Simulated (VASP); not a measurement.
# Cu (Fm-3m) in VASP: a series of runs, part 3 of 3

VASP 6.6.1.

## Step 4: Single point, BLYP (volume scaled by 1.08)

The input, INCAR:

```
SYSTEM = Cu
PREC = Accurate
ENCUT = 520
EDIFF = 1E-6
ISMEAR = -1
SIGMA = 0.1
LREAL = .FALSE.
LASPH = .TRUE.
NELM = 100
ALGO = Normal
ISIF = 2
LWAVE = .FALSE.
LCHARG = .FALSE.
GGA = B5
ALDAX = 1.0
AGGAX = 1.0
AGGAC = 1.0
ALDAC = 0.0
NBANDS = 12
```

The input, KPOINTS:

```
Automatic mesh
0
G
  24 24 24
  0 0 0
```

The input, POSCAR:

```
Cu
1.0
    0.0000000000      1.8990307275      1.8990307275
    1.8990307275      0.0000000000      1.8990307275
    1.8990307275      1.8990307275      0.0000000000
Cu
1
Direct
    0.0000000000      0.0000000000      0.0000000000
```

Command:

```sh
cat potpaw_PBE.64/Cu/POTCAR > POTCAR
mpirun -np 1 vasp_std > vasp.out
```

Run time: 23 s. Hardware: 1 thread of Intel Xeon 6975P-C (Granite Rapids), shared host; peak memory 0.17 GiB.

The run converged. Its results:

- Free energy: -2.9659 eV
- Pressure: -6.7 GPa

Levels at points of the mesh, in eV from the Fermi level:
```
           k point  band 4  band 5  band 6  band 7  band 8  band 9
(0.00, 0.00, 0.00)   -2.74   -2.09   -2.09   21.73   22.80   22.80
(0.50, 0.00, 0.00)   -1.63   -1.63   -0.45    2.97   19.63   19.63
(0.50, 0.50, 0.00)   -1.51   -1.51    1.67    6.08   11.91   11.91
```

Caveat: the PAW data sets were made with another functional, which shifts forces and pressure a little.

## Step 5: Single point, BLYP (volume scaled by 1.12)

The input, INCAR:

```
  AGGAC = 1.0
  AGGAX = 1.0
  ALDAC = 0.0
  ALDAX = 1.0
  ALGO = Normal
  EDIFF = 1E-6
  ENCUT = 520
  GGA = B5
  ISIF = 2
  ISMEAR = -1
  LASPH = T
  LCHARG = F
  LREAL = F
  LWAVE = F
  NBANDS = 12
  NELM = 60
  PREC = Accurate
  SIGMA = 0.1
```

The input, KPOINTS:

```
k-points
0
Gamma
  24 24 24
```

The input, POSCAR:

```
Cu
1.0
    0.0000000000      1.9221919214      1.9221919214
    1.9221919214      0.0000000000      1.9221919214
    1.9221919214      1.9221919214      0.0000000000
Cu
1
Direct
    0.0000000000      0.0000000000      0.0000000000
```

Potentials or basis: VASP PAW PBE potentials, release 64 (Cu).

Command:

```sh
cat potpaw_PBE.64/Cu/POTCAR > POTCAR
mpirun -np 1 vasp_std > vasp.out
```

OUTCAR:

```text
EDIFF = 1E-6
   ENCUT = 520
   GGA = B5
   ISIF = 2
   ISMEAR = -1
   LASPH = T
   LREAL = F
   NELM = 60
   PREC = Accurate

 ion  position               nearest neighbor table
   1  0.000  0.000  0.000-

  LATTYP: Found a face centered cubic cell.
 ALAT       =     3.8443838428

  Lattice vectors:

 A1 = (   0.0000000000,   1.9221919214,   1.9221919214)
 A2 = (   1.9221919214,   0.0000000000,   1.9221919214)
 A3 = (   1.9221919214,   1.9221919214,   0.0000000000)

Analysis of symmetry for initial positions (statically):
[... 529 lines left out ...]
      6       5.2224      1.99915
      7       9.6927      0.00000
      8      24.5312      0.00000
      9      24.8965      0.00000
     10      25.7016      0.00000
     11      29.4579      0.00000
     12      29.5295      0.00000

 [... further k-points ...]
[... 5 lines left out ...]
  --------------------------------------------------------------------------------------
  -------------------------------------------------------------------------------------
  Total       -0.8127659     -0.8127659     -0.8127659      0.0000000     -0.0000000     -0.0000000
  in kB      -91.6760379    -91.6760379    -91.6760379      0.0000000     -0.0000000     -0.0000000
  external PRESSURE =     -91.6760379 kB  Pullay stress =       0.0000000 kB

 VOLUME and BASIS-vectors are now :
 -----------------------------------------------------------------------------
  energy-cutoff  :      520.00
  volume of cell :       14.20
      direct lattice vectors                 reciprocal lattice vectors
     0.000000000  1.922191921  1.922191921    -0.260119707  0.260119707  0.260119707
     1.922191921  0.000000000  1.922191921     0.260119707 -0.260119707  0.260119707
     1.922191921  1.922191921  0.000000000     0.260119707  0.260119707 -0.260119707

 POSITION                                       TOTAL-FORCE (eV/Angst)
 -----------------------------------------------------------------------------------
      0.00000      0.00000      0.00000         0.000000     -0.000000     -0.000000
 -----------------------------------------------------------------------------------
    total drift:                                0.000000      0.000000      0.000000

  FREE ENERGIE OF THE ION-ELECTRON SYSTEM (eV)
  ---------------------------------------------------
  free  energy   TOTEN  =        -2.9408275364 eV

  energy  without entropy=       -2.9310517363  energy(sigma->0) =       -2.93593964
```

OSZICAR:

```text
N       E                     dE             d eps       ncg     rms          rms(c)
DAV:   1     0.451073062531E+02    0.45107E+02   -0.53484E+03 10720   0.144E+03
DAV:   2    -0.221946481614E+01   -0.47327E+02   -0.43744E+02 10192   0.198E+02
DAV:   3    -0.366342752316E+01   -0.14440E+01   -0.14290E+01 11788   0.405E+01
DAV:   4    -0.367426687951E+01   -0.10839E-01   -0.10838E-01 11380   0.313E+00
DAV:   5    -0.367439758008E+01   -0.13070E-03   -0.13070E-03 11920   0.350E-01    0.695E+00
DAV:   6    -0.338817731660E+01    0.28622E+00   -0.14414E+01 11740   0.694E+01    0.443E+00
DAV:   7    -0.294749114507E+01    0.44069E+00   -0.24365E+00 11716   0.296E+01    0.302E-01
DAV:   8    -0.294363590657E+01    0.38552E-02   -0.18742E-02 12828   0.270E+00    0.407E-01
DAV:   9    -0.294084207673E+01    0.27938E-02   -0.19106E-02 12068   0.231E+00    0.460E-02
DAV:  10    -0.294082522329E+01    0.16853E-04   -0.24658E-04 14528   0.264E-01    0.539E-03
DAV:  11    -0.294082761022E+01   -0.23869E-05   -0.65301E-06 11416   0.331E-02    0.161E-03
DAV:  12    -0.294082753635E+01    0.73865E-07   -0.32340E-07  7104   0.855E-03
   1 F= -.29408275E+01 E0= -.29359396E+01  d E =-.977580E-02
```

Run time: 25 s. Hardware: 1 thread of Intel Xeon 6975P-C (Granite Rapids), shared host; peak memory 0.17 GiB.

What came out:

| Item | Value |
| --- | --- |
| Free energy | -2.9408 eV |
| Pressure | -9.2 GPa |

Caveat: the PAW data sets were made with another functional, which shifts forces and pressure a little.

## Step 6: Single point, BLYP

The input, INCAR:

```
SYSTEM = Cu
PREC = Accurate ; ENCUT = 600
EDIFF = 1E-6 ; ISMEAR = -1
SIGMA = 0.1 ; LREAL = .FALSE.
LASPH = .TRUE. ; NELM = 120
ALGO = Normal ; ISIF = 2
LWAVE = .FALSE. ; LCHARG = .FALSE.
GGA = B5 ; ALDAX = 1.0
AGGAX = 1.0 ; AGGAC = 1.0
ALDAC = 0.0 ; NBANDS = 12
GGA_COMPAT = .FALSE.
```

The input, KPOINTS:

```
regular mesh
0
G
  8 8 8
  0 0 0
```

The input, POSCAR:

```
Cu
1.0
    0.0000000000      1.8509331763      1.8509331763
    1.8509331763      0.0000000000      1.8509331763
    1.8509331763      1.8509331763      0.0000000000
Cu
1
Direct
    0.0000000000      0.0000000000      0.0000000000
```

Potentials or basis: VASP PAW PBE potentials, release 64 (Cu).

Command:

```sh
cat potpaw_PBE.64/Cu/POTCAR > POTCAR
mpirun -np 1 vasp_std > vasp.out
```

Wall time 17 s (1 thread of Intel Xeon 8259CL, shared host); peak memory 0.13 GiB.

Results (log left out):

```yaml
Free_energy: -2.9623 eV
Pressure: 1.2 GPa
```

Levels at points of the mesh, in eV from the Fermi level:
| k point | band 3 | band 4 | band 5 | band 6 | band 7 | band 8 | band 9 | band 10 |
| --- | --- | --- | --- | --- | --- | --- | --- | --- |
| (0.00, 0.00, 0.00) | -2.86 | -2.86 | -2.13 | -2.13 | 22.43 | 24.09 | 24.09 | 24.09 |
| (0.50, 0.00, 0.00) | -2.89 | -1.61 | -1.61 | -0.57 | 3.40 | 20.84 | 20.84 | 21.02 |
| (0.50, 0.50, 0.00) | -1.63 | -1.48 | -1.48 | 1.70 | 6.68 | 12.56 | 12.56 | 17.18 |

Caveat: the k points lie up to 0.37 Å⁻¹ apart; the PAW data sets were made with another functional, which shifts forces and pressure a little.

## Step 7: The runs side by side

```csv
cell,k mesh,cutoff (eV),gap on the mesh (eV),pressure (GPa)
"a = 2.618 Å, angles 60.0°, 1 atom",24 × 24 × 24,520,none,0.8
"a = 2.652 Å, angles 60.0°, 1 atom",24 × 24 × 24,520,none,-3.4
"a = 2.686 Å, angles 60.0°, 1 atom",24 × 24 × 24,520,none,-6.7
"a = 2.718 Å, angles 60.0°, 1 atom",24 × 24 × 24,520,none,-9.2
"a = 2.618 Å, angles 60.0°, 1 atom",8 × 8 × 8,600,none,1.2
```

Alike in all rows: task single point; level BLYP; potentials or basis VASP PAW PBE potentials, release 64 (Cu); no spin polarisation; smearing fermi-dirac 0.1 eV.

Caveats: some runs use coarse meshes; the PAW data sets were made with another functional, which shifts forces and pressure a little.

Absolute energies hang on the potentials; compare differences alone.
